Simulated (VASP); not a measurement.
# Ba (Im-3m) in VASP: a series of runs

Ba is run at these levels: PBE; tasks: single point.

All numbers are computed with VASP 6.6.1; they aren't measurements. Logs are shortened: lines on timing, memory, paths and dates and some standing lists are left out, and cuts for length are marked.

**1. The cell of the first run**

It takes space group Im-3m (No. 229, cubic). Conventional cell: a = 5.022 Å, b = 5.022 Å, c = 5.022 Å, α = 90.00°, β = 90.00°, γ = 90.00°. Within 5.7 Å of Ba (site symmetry m-3m) lie 14 Ba at 4.35 to 5.02 Å.

**2. Single point, PBE**

The input, INCAR:

```
SYSTEM = Ba
ALGO = Normal
EDIFF = 1E-6
ENCUT = 500
GGA = PE
GGA_COMPAT = .False.
ISIF = 2
ISMEAR = -1
LASPH = .True.
LCHARG = .True.
LELF = .True.
LREAL = .False.
LVHAR = .True.
LWAVE = .False.
NBANDS = 11
NELM = 120
PREC = Accurate
SIGMA = 0.1
```

The input, KPOINTS:

```
k-points
0
Gamma
  4 4 4
  0 0 0
```

The input, POSCAR:

```
Ba
1.0
    2.5108909793      2.5108909793      2.5108909793
   -2.5108909793      2.5108909793      2.5108909793
   -2.5108909793     -2.5108909793      2.5108909793
Ba
1
Direct
    0.0000000000      0.0000000000      0.0000000000
```

Potentials or basis: VASP PAW PBE potentials, release 64 (Ba_sv).

Command:

```console
cat potpaw_PBE.64/Ba_sv/POTCAR > POTCAR
mpirun -np 1 vasp_std > vasp.out
```

OUTCAR:

```text
SYSTEM = Ba
   EDIFF = 1E-6
   ENCUT = 500
   GGA = PE
   ISIF = 2
   ISMEAR = -1
   LASPH = .True.
   LREAL = .False.
   NELM = 120
   PREC = Accurate

 ion  position               nearest neighbor table
   1  0.000  0.000  0.000-

  LATTYP: Found a body centered cubic cell.
 ALAT       =     5.0217819586

  Lattice vectors:

 A1 = (   2.5108909793,  -2.5108909793,  -2.5108909793)
 A2 = (   2.5108909793,   2.5108909793,   2.5108909793)
 A3 = (  -2.5108909793,  -2.5108909793,   2.5108909793)

Analysis of symmetry for initial positions (statically):
=====================================================================
 Subroutine PRICEL returns:
 Original cell was already a primitive cell.

 Routine SETGRP: Setting up the symmetry group for a
 body centered cubic supercell.

 Subroutine GETGRP returns: Found 48 space group operations
 (whereof 48 operations were pure point group operations)
 out of a pool of 48 trial point group operations.

The static configuration has the point symmetry O_h .

Analysis of symmetry for dynamics (positions and initial velocities):
=====================================================================
 Subroutine PRICEL returns:
 Original cell was already a primitive cell.

 Routine SETGRP: Setting up the symmetry group for a
 body centered cubic supercell.

 Subroutine GETGRP returns: Found 48 space group operations
 (whereof 48 operations were pure point group operations)
 out of a pool of 48 trial point group operations.

The dynamic configuration has the point symmetry O_h .

 Subroutine INISYM returns: Found 48 space group operations
 (whereof 48 operations are pure point group operations),
 and found     1 'primitive' translations

----------------------------------------------------------------------------------------

                                     Primitive cell

  volume of cell :      63.3204

  direct lattice vectors                    reciprocal lattice vectors
     2.510890979  2.510890979  2.510890979     0.199132501  0.000000000  0.199132501
    -2.510890979  2.510890979  2.510890979    -0.199132501  0.199132501  0.000000000
    -2.510890979 -2.510890979  2.510890979     0.000000000 -0.199132501  0.199132501

  length of vectors
     4.348990748  4.348990748  4.348990748     0.281615883  0.281615883  0.281615883

  position of ions in fractional coordinates (direct lattice)
     0.000000000  0.000000000  0.000000000

  ion indices of the primitive-cell ions
   primitive index   ion index
                 1           1

----------------------------------------------------------------------------------------

 KPOINTS: k-points

Automatic generation of k-mesh.
 Grid dimensions read from file:
 generate k-points for:    4    4    4

 Generating k-lattice:

  Cartesian coordinates                     Fractional coordinates (reciprocal lattice)
     0.049783125  0.000000000  0.049783125     0.250000000  0.000000000  0.000000000
    -0.049783125  0.049783125  0.000000000     0.000000000  0.250000000  0.000000000
     0.000000000 -0.049783125  0.049783125     0.000000000  0.000000000  0.250000000

  Length of vectors
     0.070403971  0.070403971  0.070403971

  Shift w.r.t. Gamma in fractional coordinates (k-lattice)
     0.000000000  0.000000000  0.000000000

 Subroutine IBZKPT returns following result:
 ===========================================

 Found      8 irreducible k-points:

 Following reciprocal coordinates:
            Coordinates               Weight
  0.000000  0.000000  0.000000      1.000000
  0.250000  0.000000  0.000000     12.000000
  0.500000  0.000000  0.000000      6.000000
  0.500000  0.250000  0.000000     24.000000
  0.250000  0.250000  0.250000      6.000000
  0.500000  0.250000  0.250000     12.000000
  0.250000 -0.250000  0.250000      2.000000
  0.500000  0.500000  0.500000      1.000000
   k-points           NKPTS =      8   k-points in BZ     NKDIM =      8   number of bands    NBANDS=     11
   number of dos      NEDOS =    301   number of ions     NIONS =      1
   total plane-waves  NPLWV =  32768
   dimension x,y,z NGX =    32 NGY =   32 NGZ =   32
   dimension x,y,z NGXF=    64 NGYF=   64 NGZF=   64
   ions per type =               1
   NGX,Y,Z   is equivalent  to a cutoff of  12.23, 12.23, 12.23 a.u.
   NGXF,Y,Z  is equivalent  to a cutoff of  24.46, 24.46, 24.46 a.u.
 SYSTEM =  Ba
   PREC   = accura    normal or accurate (medium, high low for compatibility)
   ISTART =      0    job   : 0-new  1-cont  2-samecut
   ICHARG =      2    charge: 1-file 2-atom 10-const
   ISPIN  =      1    spin polarized calculation?
   LNONCOLLINEAR =      F non collinear calculations
   LSORBIT =      F    spin-orbit coupling
   LASPH  =      T    aspherical Exc in radial PAW
   ENCUT  =  500.0 eV  36.75 Ry    6.06 a.u.   7.93  7.93  7.93*2*pi/ulx,y,z
   NELM   =    120;   NELMIN=  2; NELMDL= -5     # of ELM steps
   EDIFF  = 0.1E-05   stopping-criterion for ELM
   LREAL  =      F    real-space projection
   EDIFFG = 0.1E-04   stopping-criterion for IOM
   NSW    =      0    number of steps for IOM
   IBRION =     -1    ionic relax: 0-MD 1-quasi-New 2-CG
   NFREE  =      0    steps in history (QN), initial steepest desc. (CG)
   ISIF   =      2    stress and relaxation
   ISYM   =      2    0-nonsym 1-usesym 2-fastsym
   POTIM  = 0.5000    time-step for ionic-motion
   TEBEG  =    0.0;   TEEND  =   0.0 temperature during run
   PSTRESS=    0.0 pullay stress
   NELECT =      10.0000    total number of electrons
   NUPDOWN=      -1.0000    fix difference up-down
   EMIN   =  10.00;   EMAX   =-10.00  energy-range for DOS
   EFERMI =   0.00;   METHOD = LEGACY
   ISMEAR =    -1;   SIGMA  =   0.10  broadening in eV -4-tet -1-fermi 0-gaus
   EFERMI_NEDOS =   21; number of points for ismear=-14 and -15
   IALGO  =     38    algorithm
   IMIX   =      4    mixing-type and parameters
     AMIX     =   0.40;   BMIX     =  1.00
     AMIX_MAG =   1.60;   BMIX_MAG =  1.00
  volume/ion in A,a.u.               =      63.32       427.31
  Fermi-wavevector in a.u.,A,eV,Ry     =   0.884899  1.672216 10.653988  0.783046
  Thomas-Fermi vector in A             =   2.005860
   LORBIT       =      0    0 simple, 1 ext, 2 COOP (PROOUT), +10 PAW based schemes
   GGA     = PE    functional components
   LHFCALC =     F    Hartree Fock is set to
   AEXX    =    0.0000 exact exchange contribution
   IVDW    =     0    specifies the selected vdW correction
   LEPSILON=     F    determine dielectric tensor
   LRPA    =     F    only Hartree local field effects (RPA)
 non-spin polarized calculation
  energy-cutoff  :      500.00
  volume of cell :       63.32
 maximum number of plane-waves:      1638
 NGX is ok and might be reduce to    32
   NGX = 15   NGY = 15   NGZ = 15

 number of electron      10.0000000 magnetization

 Free energy of the ion-electron system (eV)
  ---------------------------------------------------
  ext. energy  EPLUGINS =         0.00000000
  ---------------------------------------------------
  free energy    TOTEN  =        -1.92041671 eV

  energy without entropy =       -1.88283513  energy(sigma->0) =       -1.90162592

 E-fermi :   1.6402     XC(G=0):  -7.3957

 val. band max:        1.4026232005   @ k =   0.5000   0.2500   0.2500
 cond. band min:       1.8003819975   @ k =   0.5000   0.2500   0.2500
 fundamental gap:      0.3977587970
 Fermi energy:         1.6402262905

 k-point     1 :       0.0000    0.0000    0.0000
  band No.  band energies     occupation
      1     -27.2675      2.00000
      2     -12.2189      2.00000
      3     -12.2189      2.00000
      4     -12.2189      2.00000
      5      -1.1226      2.00000
      6       3.4479      0.00000
      7       3.4479      0.00000
      8       3.4479      0.00000
      9       4.8506      0.00000
     10       4.8506      0.00000
     11       8.5464      0.00000

 k-point     2 :       0.2500    0.0000    0.0000
  band No.  band energies     occupation
      1     -27.2464      2.00000
      2     -12.4535      2.00000
      3     -12.2927      2.00000
      4     -12.2203      2.00000
      5      -0.1166      2.00000
      6       2.7823      0.00002
      7       2.7892      0.00002
      8       4.5928      0.00000
      9       4.6059      0.00000
     10       4.9086      0.00000
     11       8.8556      0.00000

 k-point     3 :       0.5000    0.0000    0.0000
  band No.  band energies     occupation
      1     -27.2251      2.00000
      2     -12.6713      2.00000
      3     -12.3645      2.00000
      4     -12.2219      2.00000
      5       0.7381      1.99976
      6       2.3158      0.00233
      7       2.8601      0.00001
      8       4.8147      0.00000
      9       5.3936      0.00000
     10       6.8221      0.00000
     11       7.2585      0.00000

 k-point     4 :       0.5000    0.2500    0.0000
  band No.  band energies     occupation
      1     -27.2252      2.00000
      2     -12.5896      2.00000
      3     -12.4096      2.00000
      4     -12.2667      2.00000
      5       1.1878      1.97856
      6       2.1091      0.01822
      7       2.4895      0.00041
      8       4.6742      0.00000
      9       5.2650      0.00000
     10       6.5811      0.00000
     11       7.6108      0.00000

 k-point     5 :       0.2500    0.2500    0.2500
  band No.  band energies     occupation
      1     -27.2280      2.00000
      2     -12.4623      2.00000
      3     -12.3727      2.00000
      4     -12.3727      2.00000
      5       0.7201      1.99980
      6       2.3817      0.00120
      7       3.4886      0.00000
      8       3.4886      0.00000
      9       4.5576      0.00000
     10       5.2392      0.00000
     11       8.5762      0.00000

 k-point     6 :       0.5000    0.2500    0.2500
  band No.  band energies     occupation
      1     -27.2095      2.00000
      2     -12.6032      2.00000
      3     -12.4503      2.00000
      4     -12.3819      2.00000
      5       1.4026      1.82996
      6       1.8004      0.33553
      7       3.4301      0.00000
      8       3.5303      0.00000
      9       5.9865      0.00000
     10       6.5633      0.00000
     11       7.6226      0.00000

 k-point     7 :       0.2500   -0.2500    0.2500
  band No.  band energies     occupation
      1     -27.2224      2.00000
      2     -12.4461      2.00000
      3     -12.4461      2.00000
      4     -12.4461      2.00000
      5       2.1418      0.01317
      6       2.1418      0.01317
      7       2.1418      0.01317
      8       5.3952      0.00000
      9       5.4926      0.00000
     10       5.4926      0.00000
     11       8.3739      0.00000

 k-point     8 :       0.5000    0.5000    0.5000
  band No.  band energies     occupation
      1     -27.1937      2.00000
      2     -12.5332      2.00000
      3     -12.5332      2.00000
      4     -12.5332      2.00000
      5       1.0921      1.99170
      6       1.0921      1.99170
      7       5.9559      0.00000
      8       5.9559      0.00000
      9       5.9559      0.00000
     10       6.3334      0.00000
     11       6.3334      0.00000

------------------------ aborting loop because EDIFF is reached ----------------------------------------

  FORCE on cell =-STRESS in cart. coord.  units (eV):
  Direction    XX          YY          ZZ          XY          YZ          ZX
  --------------------------------------------------------------------------------------
  -------------------------------------------------------------------------------------
  Total        0.1258187      0.1258187      0.1258187      0.0000000      0.0000000      0.0000000
  in kB        3.1835527      3.1835527      3.1835527      0.0000000      0.0000000      0.0000000
  external PRESSURE =       3.1835527 kB  Pullay stress =       0.0000000 kB

 VOLUME and BASIS-vectors are now :
 -----------------------------------------------------------------------------
  energy-cutoff  :      500.00
  volume of cell :       63.32
      direct lattice vectors                 reciprocal lattice vectors
     2.510890979  2.510890979  2.510890979     0.199132501  0.000000000  0.199132501
    -2.510890979  2.510890979  2.510890979    -0.199132501  0.199132501  0.000000000
    -2.510890979 -2.510890979  2.510890979     0.000000000 -0.199132501  0.199132501

 POSITION                                       TOTAL-FORCE (eV/Angst)
 -----------------------------------------------------------------------------------
      0.00000      0.00000      0.00000         0.000000      0.000000      0.000000
 -----------------------------------------------------------------------------------
    total drift:                               -0.000000      0.000000      0.000000

  FREE ENERGIE OF THE ION-ELECTRON SYSTEM (eV)
  ---------------------------------------------------
  free  energy   TOTEN  =        -1.9204167078 eV

  energy  without entropy=       -1.8828351274  energy(sigma->0) =       -1.90162592
```

Run time: 10 s. Hardware: 1 thread of AMD EPYC 7R13, shared host; peak memory 0.17 GiB.

What came out:

| Item | Value |
| --- | --- |
| Free energy | -1.9204 eV |
| Pressure | 0.3 GPa |
| Band gap on the k mesh | zero (bands 5 and 6 overlap by 1.05 eV) |

Caveat: the k points lie up to 0.44 Å⁻¹ apart, too coarse for converged energies and pressures of a metal; spin-orbit coupling is left out, which moves the levels of the heavy elements.

**3. Single point, PBE**

The input, INCAR:

```
  PREC = Accurate
  ENCUT = 500
  EDIFF = 1E-6
  ISMEAR = -1
  SIGMA = 0.1
  LREAL = F
  LASPH = T
  NELM = 120
  ALGO = Normal
  ISIF = 2
  LWAVE = F
  LCHARG = T
  GGA = PE
  LELF = T
  LVHAR = T
  NBANDS = 11
  GGA_COMPAT = F
```

The input, KPOINTS:

```
Automatic mesh
0
Gamma
  4 4 4
```

POSCAR is that of step 2.

Potentials or basis: VASP PAW PBE potentials, release 64 (Ba_sv).

Command:

```console
cat potpaw_PBE.64/Ba_sv/POTCAR > POTCAR
mpirun -np 1 vasp_std > vasp.out
```

OUTCAR:

```text
PREC = Accurate
   ENCUT = 500
   EDIFF = 1E-6
   ISMEAR = -1
   LREAL = F
   LASPH = T
   NELM = 120
   ISIF = 2
   GGA = PE

 ion  position               nearest neighbor table
   1  0.000  0.000  0.000-

  LATTYP: Found a body centered cubic cell.
 ALAT       =     5.0217819586

  Lattice vectors:

 A1 = (   2.5108909793,  -2.5108909793,  -2.5108909793)
 A2 = (   2.5108909793,   2.5108909793,   2.5108909793)
 A3 = (  -2.5108909793,  -2.5108909793,   2.5108909793)

[... 271 lines left out ...]
     10       6.3334      0.00000
     11       6.3334      0.00000

------------------------ aborting loop because EDIFF is reached ----------------------------------------

  FORCE on cell =-STRESS in cart. coord.  units (eV):
  Direction    XX          YY          ZZ          XY          YZ          ZX
  --------------------------------------------------------------------------------------
  -------------------------------------------------------------------------------------
  Total        0.1258187      0.1258187      0.1258187      0.0000000      0.0000000      0.0000000
  in kB        3.1835527      3.1835527      3.1835527      0.0000000      0.0000000      0.0000000
  external PRESSURE =       3.1835527 kB  Pullay stress =       0.0000000 kB

 VOLUME and BASIS-vectors are now :
 -----------------------------------------------------------------------------
  energy-cutoff  :      500.00
  volume of cell :       63.32
      direct lattice vectors                 reciprocal lattice vectors
     2.510890979  2.510890979  2.510890979     0.199132501  0.000000000  0.199132501
    -2.510890979  2.510890979  2.510890979    -0.199132501  0.199132501  0.000000000
    -2.510890979 -2.510890979  2.510890979     0.000000000 -0.199132501  0.199132501

 POSITION                                       TOTAL-FORCE (eV/Angst)
 -----------------------------------------------------------------------------------
      0.00000      0.00000      0.00000         0.000000      0.000000      0.000000
 -----------------------------------------------------------------------------------
    total drift:                               -0.000000      0.000000      0.000000

  FREE ENERGIE OF THE ION-ELECTRON SYSTEM (eV)
  ---------------------------------------------------
  free  energy   TOTEN  =        -1.9204167078 eV

  energy  without entropy=       -1.8828351274  energy(sigma->0) =       -1.90162592
```

stdout:

```text
POSCAR found type information on POSCAR Ba
 POSCAR found :  1 types and       1 ions
 scaLAPACK will be used
 LDA part: xc-table for (Slater+PW92), standard interpolation
 POSCAR, INCAR and KPOINTS ok, starting setup
 FFT: planning ... GRIDC
 FFT: planning ... GRID_SOFT
 FFT: planning ... GRID
 WAVECAR not read
 entering main loop
```

Run time: 12 s. Hardware: 1 thread of AMD EPYC 7R13, shared host; peak memory 0.17 GiB.

Results:

* Free energy: -1.9204 eV
* Pressure: 0.3 GPa
* Band gap on the k mesh: zero (bands 5 and 6 overlap by 1.05 eV)

Caveat: the k points lie up to 0.44 Å⁻¹ apart, too coarse for converged energies and pressures of a metal; spin-orbit coupling is left out, which moves the levels of the heavy elements.

The gap in the log of VASP goes by the Fermi energy; the results here count the filled bands.